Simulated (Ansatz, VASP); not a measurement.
**One calculation of Fe, two programs**

```
Fe
1.0
     2.54076    0.00000    0.00000
    -1.27038    2.20037    0.00000
     0.00000    0.00000    4.38624
Fe
2
Direct
  0.33333 0.66667 0.75000
  0.66667 0.33333 0.25000
```

Alike in both runs: task single point; functional r2SCAN; k mesh 18 × 18 × 10; occupations gaussian, width 0.05 eV; collinear spin.

|  | VASP | Ansatz |
| --- | --- | --- |
| version | VASP 6.6.1 | Ansatz 0.2.0 |
| potentials or method | VASP PAW PBE potentials, release 64 (Fe), cutoff 520 eV | scalar-relativistic, plane waves, PAW |
| valence electrons in the cell | 16 | 32 |

VASP gave:

* gap on the k mesh at the Fermi level (eV): none
* net moment per atom (μB): 0.00
* size of the moment on the site where the two differ most (μB): 0.01

Task: Which values does Ansatz return?

Result: gap on the k mesh at the Fermi level (eV): none; net moment per atom (μB): 2.82; size of the moment on the site where the two differ most (μB): 2.92.

The net moments are unlike, so the other rows may belong to different states. VASP's potentials were made for PBE, not for r2SCAN. Site moments also hang on the region over which each program counts them. A gap of «none» marks a metal or a gap that the smearing closes. VASP's potentials hold 16 valence electrons a cell and Ansatz's 32, so a difference there can come from the potentials and not from the codes. Ansatz's warnings: stability check not made.
